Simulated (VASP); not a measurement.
Here is a VASP 6.6.1 calculation.

Contents of INCAR:

```
ALGO = Normal
EDIFF = 1E-6
ENCUT = 1340
GGA = PE
GGA_COMPAT = F
ISIF = 2
ISMEAR = 0
ISYM = 0
LASPH = T
LCHARG = F
LREAL = F
LWAVE = F
NBANDS = 13
NELM = 120
PREC = Accurate
SIGMA = 0.1
```

Contents of KPOINTS:

```
k-points
0
Gamma
  3 1 1
```

POSCAR

```
O
1.0
    0.0000000000      2.1075500000      3.3448500000
    1.4783500000      0.0000000000      3.3448500000
    1.4783500000      2.1075500000      0.0000000000
O
2
Direct
    0.0945741767      0.0945741767      0.9054258233
    0.9129000000      0.9129000000      0.0871000000
```

Potentials or basis: VASP PAW PBE potentials, release 64 (O_h).

The run is started by

```bash
$ cat potpaw_PBE.64/O_h/POTCAR > POTCAR
$ mpirun -np 1 vasp_std > vasp.out
```

(1) Predict the band gap on the k mesh.

(2) What does it give for the pressure?

Results:

(1) 0.11 eV (least direct gap 0.48 eV).

(2) 11.4 GPa.

Caveat: the k points lie up to 2.52 Å⁻¹ apart, too coarse for converged energies, forces and pressures; spin is off for a triplet molecule; this functional lacks dispersion, which holds the molecules together, so the pressure and a relaxed volume are unreliable.
